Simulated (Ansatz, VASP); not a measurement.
## Two plane-wave programs on Nb3C2

```
Nb C
1.0
     2.97000    0.00000    0.00000
     0.00000    9.60520    0.00000
     0.00000    0.00000    4.56352
Nb C
6 4
Direct
  0.00000 0.25965 0.17820
  0.50000 0.27260 0.67017
  0.00000 0.72740 0.17017
  0.50000 0.74035 0.67820
  0.50000 0.99811 0.17871
  0.00000 0.00189 0.67871
  0.00000 0.49226 0.15222
  0.50000 0.50774 0.65222
  0.50000 0.52962 0.98739
  0.00000 0.47038 0.48739
```

Change from the starting cell: the structure that the rattled cell fell into.

Alike in both runs: task single point; functional PBE; k mesh 6 × 2 × 4; occupations gaussian, width 0.1 eV; collinear spin.

|  | VASP | Ansatz |
| --- | --- | --- |
| version | VASP 6.6.1 | Ansatz 0.2.0 |
| potentials or method | VASP PAW PBE potentials, release 64 (Nb_sv, C), cutoff 600 eV | scalar-relativistic, plane waves, PAW |
| valence electrons in the cell | 94 | 94 |

VASP gave:

| Quantity | Value |
| --- | --- |
| gap on the k mesh at the Fermi level (eV) | none |
| pressure (GPa) | -0.5 |
| traceless stress, the component that is largest in VASP (GPa) | 0.29 |
| rms of the force components (eV/Å) | 0.073 |
| net moment per atom (μB) | 0.00 |

Problem. Estimate Ansatz's values.

Solution. gap on the k mesh at the Fermi level (eV): none; pressure (GPa): -0.2; traceless stress, the component that is largest in VASP (GPa): 0.28; rms of the force components (eV/Å): 0.073; net moment per atom (μB): 0.00.

Atom by atom the forces differ by 0.008 eV/Å (rms over components). A gap of «none» marks a metal or a gap that the smearing closes. Ansatz's warnings: seeded moment not kept.
